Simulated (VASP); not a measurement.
# Al48CN48 (a cell with a defect) in VASP: notebook, part 2 of 2

VASP 6.6.1. The steps go on from the part before.

**3. Single point, HSE06**

POSCAR reads:

```
Al48CN48
1.0
    9.3892708200      5.4208981500      0.0000000000
   -9.3892709200      5.4208979800      0.0000000000
    0.0000000000      0.0000000000     10.0348065900
Al N C
48 48 1
Direct
   -0.0040696000      0.1651966300      0.2487514100
    0.1650126600     -0.0011293000      0.2470474000
    0.3242076400      0.3284940300      0.2522961600
    0.0013326800      0.3368881300      0.4986072600
    0.1675091800      0.1703949100      0.4997547900
    0.3318952600      0.0031128000      0.4935376500
    0.0013322000      0.1691422400      0.7497147100
    0.1672324000      0.0017633900      0.7468007900
    0.3349766200      0.3351027800      0.7491194700
   -0.0012700200      0.3324909300      1.0010353700
    0.1660980400      0.1658901000      0.9990790700
    0.3294207900     -0.0055855900      0.9918496900
    0.0016253900      0.6663496300      0.2485765900
    0.1631971900      0.4967931700      0.2493202500
    0.3312105800      0.8266048900      0.2480054300
    0.0007304700      0.8359483200      0.4984899500
    0.1686617100      0.6700899600      0.4992295000
    0.3326855800      0.5052695100      0.5014312100
    0.0025731700      0.6694528200      0.7506527900
    0.1670290200      0.5011010400      0.7501817000
    0.3346846500      0.8348553900      0.7459655200
    0.0001456300      0.8324048900      1.0001431400
    0.1668101500      0.6650576000      0.9984542700
    0.3329281000      0.4983469500      1.0006513200
    0.4994225100      0.1393867600      0.2205762900
    0.6681886800     -0.0057132100      0.2477004300
    0.8225459500      0.3316484500      0.2506503400
    0.5098056300      0.3639526300      0.4962522400
    0.6700708900      0.1685956000      0.4945546900
    0.8376516700      0.0064046600      0.4995455500
    0.5010868300      0.1692052100      0.7454339800
    0.6673980400      0.0001956400      0.7456966200
    0.8348913400      0.3348915700      0.7475145500
    0.5002426300      0.3291523900      1.0000056900
    0.6706098600      0.1636062300      0.9904854100
    0.8335626600     -0.0016823500      0.9988278300
    0.4998296900      0.6627024100      0.2508485100
    0.6754946000      0.4980202600      0.2702103400
    0.8326183400      0.8299948600      0.2501004100
    0.5007241000      0.8363936300      0.4980694600
    0.6735128200      0.6855795300      0.5082516300
    0.8401792900      0.5080441400      0.5051699800
    0.5000635600      0.6689436000      0.7529718100
    0.6692634000      0.5041237200      0.7481634500
    0.8356883800      0.8367592500      0.7528754100
    0.5002312000      0.8318643800      0.9983983300
    0.6660111500      0.6628592000      1.0028167000
    0.8333764000      0.4997485800      0.9988131000
    0.0017596500      0.1713990100      0.4394078500
    0.1671835400      0.0038608900      0.4376965000
    0.3305366300      0.3392981000      0.4423704000
   -0.0052916000      0.3315069200      0.1914579600
    0.1608112400      0.1632487400      0.1894248500
    0.3242833900     -0.0137643100      0.1813440600
   -0.0001842300      0.1664627900      0.9401118900
    0.1656040800     -0.0005780200      0.9372745600
    0.3350228000      0.3321351400      0.9411525400
    0.0014218400      0.3350650200      0.6892761600
    0.1678247600      0.1688625600      0.6901553800
    0.3350577900      0.0028633600      0.6852933600
    0.0050357000      0.6716308900      0.4394115000
    0.1671173000      0.5037162800      0.4400330100
    0.3347639400      0.8366136500      0.4385556900
   -0.0003808700      0.8316966800      0.1902075800
    0.1659429100      0.6631456000      0.1886079400
    0.3311657200      0.4971747800      0.1911312600
    0.0012127100      0.6670518000      0.9403090600
    0.1663085700      0.4981755400      0.9405630700
    0.3335656100      0.8306742900      0.9360313200
    0.0007253500      0.8349420200      0.6895316000
    0.1679287500      0.6682018700      0.6895848300
    0.3344310300      0.5022857300      0.6921064100
    0.5012412400      0.1598935200      0.4170580100
    0.6691787900      0.0014936700      0.4387139100
    0.8345083600      0.3376164500      0.4419141900
    0.4780377900      0.3075987800      0.1932533100
    0.6723657500      0.1568506500      0.1778051300
    0.8329832600     -0.0045180100      0.1887624000
    0.5002028800      0.1631813900      0.9379343000
    0.6670998600     -0.0039253900      0.9349019400
    0.8340649900      0.3332784700      0.9373253700
    0.5023252400      0.3366760900      0.6857466700
    0.6663946800      0.1676938100      0.6857822400
    0.8357161000      0.0027764800      0.6899153300
    0.5011347600      0.6702552600      0.4417854700
    0.6886402300      0.5333552600      0.4610673500
    0.8387383300      0.8436297000      0.4400125400
    0.4995141900      0.8296757100      0.1895156900
    0.6649496400      0.6583869100      0.1945383500
    0.8358139400      0.5024732500      0.1880490400
    0.4996974700      0.6648911000      0.9430741400
    0.6648887900      0.4966354000      0.9404460900
    0.8333427200      0.8313396400      0.9427571500
    0.5005008900      0.8345219400      0.6881794500
    0.6677430700      0.6733027900      0.6975207000
    0.8369909100      0.5027561200      0.6943268100
    0.5597533600      0.3032719600      0.3340757800
```

INCAR.step1 reads:

```
SYSTEM = Al48CN48
PREC = Accurate
ENCUT = 520
EDIFF = 1E-5
ISMEAR = -1
SIGMA = 0.01
LREAL = Auto
LASPH = .TRUE.
NELM = 120
ALGO = Normal
ISIF = 2
LWAVE = .TRUE.
LCHARG = .FALSE.
NBANDS = 248
GGA = PE
GGA_COMPAT = .FALSE.
ISYM = -1
KPAR = 1
```

INCAR.step2 reads:

```
SYSTEM = Al48CN48
PREC = Accurate
ENCUT = 520
EDIFF = 1E-6
ISMEAR = -1
SIGMA = 0.01
LREAL = Auto
LASPH = .TRUE.
NELM = 120
ALGO = Normal
ISIF = 2
LWAVE = .FALSE.
LCHARG = .FALSE.
GGA = PE
LHFCALC = .TRUE.
HFSCREEN = 0.2079
PRECFOCK = Fast
NBANDS = 248
ISTART = 1
GGA_COMPAT = .FALSE.
ISYM = -1
KPAR = 1
```

KPOINTS reads:

```
explicit points
1
Reciprocal
  0.25000000   0.25000000   0.25000000 1
```

Potentials or basis: VASP PAW PBE potentials, release 64 (Al, N, C).

Run with:

```bash
$ cat potpaw_PBE.64/Al/POTCAR potpaw_PBE.64/N/POTCAR potpaw_PBE.64/C/POTCAR > POTCAR
$ cp INCAR.step1 INCAR
$ mpirun -np 4 vasp_std > vasp.out
$ cp INCAR.step2 INCAR
$ mpirun -np 4 vasp_std > vasp.out
```

Run time: 9.9 min. Hardware: 4 MPI ranks of Intel Xeon 6975P-C (Granite Rapids), shared host; peak memory 0.82 GiB.

The run converged. Its results:

* Free energy: -839.6334 eV
* Pressure: -3.9 GPa
* Largest force: 0.206 eV/Å
* Band gap on the k mesh: 4.06 eV

Forces on the atoms (eV/Å):
```
Al   0.008  0.002 -0.003
Al  -0.011 -0.019 -0.003
Al   0.048 -0.008 -0.016
Al   0.000  0.002 -0.003
Al  -0.014  0.003 -0.002
Al   0.004 -0.020 -0.034
Al   0.000 -0.003  0.003
Al  -0.015 -0.009  0.003
Al  -0.011 -0.003  0.002
Al  -0.006  0.000  0.001
Al  -0.006 -0.002  0.007
Al   0.004 -0.025  0.023
Al  -0.004  0.000 -0.007
Al  -0.018  0.006  0.001
Al  -0.019 -0.024 -0.017
Al  -0.007  0.002 -0.008
Al  -0.007 -0.012 -0.009
Al   0.007 -0.016 -0.009
Al   0.003 -0.021  0.006
Al   0.006 -0.003  0.005
Al   0.019 -0.012  0.004
Al  -0.004 -0.010  0.008
Al   0.002 -0.010  0.007
Al   0.002  0.004  0.005
Al  -0.088  0.043  0.105
Al   0.018  0.027 -0.024
Al   0.013  0.031 -0.007
Al  -0.009  0.038 -0.075
Al   0.006  0.004 -0.016
Al   0.027 -0.001 -0.015
Al   0.012  0.001 -0.003
Al   0.013 -0.006  0.011
Al  -0.008  0.019  0.010
Al  -0.025 -0.016 -0.015
Al   0.024  0.009  0.024
Al   0.013 -0.006  0.008
Al   0.001 -0.002  0.003
Al   0.054  0.006  0.059
Al   0.001  0.026  0.006
Al   0.008 -0.009  0.000
Al   0.112 -0.031 -0.027
Al  -0.060  0.004  0.015
Al   0.021  0.007  0.002
Al   0.004  0.007  0.002
Al   0.000 -0.026  0.007
Al   0.019 -0.011 -0.005
Al   0.007 -0.006 -0.003
Al  -0.004  0.007  0.008
N   -0.003 -0.017  0.012
N    0.029  0.014  0.010
N   -0.005  0.026 -0.001
N    0.040  0.025 -0.017
N   -0.005  0.016  0.001
N    0.058  0.095 -0.016
N    0.001 -0.001 -0.005
N    0.021  0.009 -0.007
N    0.000 -0.008 -0.004
N   -0.004 -0.003  0.000
N    0.006 -0.002 -0.006
N   -0.007  0.013 -0.005
N    0.012 -0.001  0.019
N    0.008  0.000  0.010
N    0.008 -0.006 -0.006
N    0.001  0.004 -0.006
N    0.003  0.016  0.006
N    0.006 -0.010  0.000
N   -0.001  0.008 -0.008
N   -0.007  0.007 -0.003
N   -0.024  0.012 -0.005
N    0.002  0.015  0.005
N   -0.005  0.014 -0.003
N   -0.005  0.000 -0.007
N    0.005  0.104 -0.117
N   -0.009  0.004 -0.004
N    0.007 -0.032 -0.009
N    0.095  0.017  0.181
N   -0.078 -0.088  0.009
N   -0.024 -0.011  0.003
N   -0.010  0.006  0.014
N   -0.027  0.018  0.000
N    0.009 -0.022 -0.009
N   -0.011  0.007 -0.007
N   -0.001 -0.003  0.004
N   -0.011  0.001 -0.003
N   -0.024  0.013  0.011
N   -0.027 -0.036 -0.031
N   -0.016 -0.020  0.031
N   -0.011  0.013  0.003
N   -0.036  0.016  0.002
N    0.005 -0.021  0.039
N   -0.015  0.000 -0.008
N    0.006  0.002  0.012
N   -0.002  0.020 -0.012
N   -0.012  0.008  0.000
N   -0.013  0.016 -0.025
N    0.007  0.008 -0.018
C   -0.071 -0.183 -0.063
```

Stress tensor (GPa, compression positive):
```
-3.36 -0.43 -1.29
-0.43 -3.54  1.47
-1.29  1.47 -4.74
```

Levels at points of the mesh, in eV from the valence-band top:
```tsv
k point	band 192	band 193	band 194	band 195	band 196	band 197
(0.25, 0.25, 0.25)	-2.25	-1.01	0.00	4.06	4.35	4.55
```

Caveat: the PAW data sets were made with another functional, which shifts forces and pressure a little.
